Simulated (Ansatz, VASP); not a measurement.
Ta in VASP and in Ansatz

```
Ta
1.0
    -1.62241    1.62241    1.62241
     1.62241   -1.62241    1.62241
     1.62241    1.62241   -1.62241
Ta
1
Direct
  0.00000 0.00000 0.00000
```

Alike in both runs: functional PBEsol; dispersion D3(BJ); k mesh 18 × 18 × 18; occupations gaussian, width 0.1 eV; no spin polarisation.

Ansatz relaxed the structure, and its values are those at the end. VASP's run is a single point on that final structure, the one shown.

|  | VASP | Ansatz |
| --- | --- | --- |
| version | VASP 6.6.1 | Ansatz 0.2.0 |
| potentials or method | VASP PAW PBE potentials, release 64 (Ta_pv), cutoff 500 eV | scalar-relativistic, plane waves, PAW |
| valence electrons in the cell | 11 | 13 |

VASP gave:

| Quantity | Value |
| --- | --- |
| gap on the k mesh at the Fermi level (eV) | none |
| pressure (GPa) | 0.3 |

Q: Which values does Ansatz return?

A: gap on the k mesh at the Fermi level (eV): none; pressure (GPa): 0.0.

VASP's potentials were made for PBE, not for PBEsol, and Ansatz warns of the same on its side. A gap of «none» marks a metal or a gap that the smearing closes. VASP's potentials hold 11 valence electrons a cell and Ansatz's 13, so a difference there can come from the potentials and not from the codes.

Spin-orbit coupling is off throughout.
